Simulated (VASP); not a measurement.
Set up this calculation in VASP 6.6.1, as the native input.

| Item | Value |
| --- | --- |
| Task | density of states |
| Functional | LDA |
| Potentials or basis | VASP PAW LDA potentials, release 64 (Te, Mo_sv) |
| Cutoff | 520 eV |
| k mesh | 12 × 12 × 1 |
| Occupations | gaussian, width 0.02 eV |
| Spin | no spin polarisation |
| Dipole correction | no |
| k mesh for the DOS | 18 × 18 × 1 |
| Occupations for the DOS | tetrahedron |
| Further INCAR settings | ALGO = Normal; EDIFF = 1e-06 |

Slab: Te2Mo, a slab with vacuum.

```xyz
12
Lattice="3.4715 0.0000 0.0000 -1.7357 3.0064 0.0000 0.0000 0.0000 36.9805" Properties=species:S:1:pos:R:3 pbc="T T T"
Te    0.0000    2.0043   31.7393
Te    0.0000    2.0043    8.5278
Te    1.7357    1.0021   24.8630
Te    1.7357    1.0021    1.6479
Te    1.7357    1.0021   28.4527
Te    1.7357    1.0021    5.2413
Te    0.0000    2.0043   35.3327
Te    0.0000    2.0043   12.1175
Mo    0.0000    2.0043   26.6550
Mo    0.0000    2.0043    3.4446
Mo    1.7357    1.0021   33.5360
Mo    1.7357    1.0021   10.3256
```

These files were run (other wordings do the same):

POSCAR

```
Te2Mo
1.0
    3.4714970532      0.0000000000      0.0000000000
   -1.7357485266      3.0064046372      0.0000000000
    0.0000000000      0.0000000000     36.9805323605
Te Mo
8 4
Direct
    0.3333333333      0.6666666667      0.8582692113
    0.3333333333      0.6666666667      0.2306020697
    0.6666666667      0.3333333333      0.6723277457
    0.6666666667      0.3333333333      0.0445601677
    0.6666666667      0.3333333333      0.7693979303
    0.6666666667      0.3333333333      0.1417307887
    0.3333333333      0.6666666667      0.9554398323
    0.3333333333      0.6666666667      0.3276722543
    0.3333333333      0.6666666667      0.7207834795
    0.3333333333      0.6666666667      0.0931456056
    0.6666666667      0.3333333333      0.9068543944
    0.6666666667      0.3333333333      0.2792165205
```

INCAR.step1

```
PREC = Accurate
ENCUT = 520
EDIFF = 1E-6
ISMEAR = 0
SIGMA = 0.02
LREAL = F
LASPH = T
NELM = 80
ALGO = Normal
ISIF = 2
LWAVE = F
LCHARG = T
LMAXMIX = 4
GGA = CA
NBANDS = 64
```

KPOINTS.step1

```
regular mesh
0
Gamma
  12 12 1
```

INCAR.step2

```
PREC = Accurate
ENCUT = 520
EDIFF = 1E-6
ISMEAR = -5
SIGMA = 0.02
LREAL = F
LASPH = T
NELM = 80
ALGO = Normal
ISIF = 2
LWAVE = F
LCHARG = F
LMAXMIX = 4
GGA = CA
LORBIT = 11
NEDOS = 1001
ICHARG = 11
```

KPOINTS.step2

```
regular mesh
0
Gamma
  18 18 1
```

Potentials or basis: VASP PAW LDA potentials, release 64 (Te, Mo_sv).

Command:

```bash
$ cat potpaw_LDA.64/Te/POTCAR potpaw_LDA.64/Mo_sv/POTCAR > POTCAR
$ cp INCAR.step1 INCAR
$ cp KPOINTS.step1 KPOINTS
$ mpirun -np 1 vasp_std > vasp.out
$ cp INCAR.step2 INCAR
$ cp KPOINTS.step2 KPOINTS
$ mpirun -np 1 vasp_std > vasp.out
```

It gave:

- Valence electrons inside the program's atomic spheres: Te 3.46; Mo 12.47

Caveat: spin-orbit coupling is left out, which moves the levels of the heavy elements.

Wall time 45 min on 1 thread of Intel(R) Xeon(R) Platinum 8488C (Sapphire Rapids), on a shared host, peak memory 0.77 GiB.
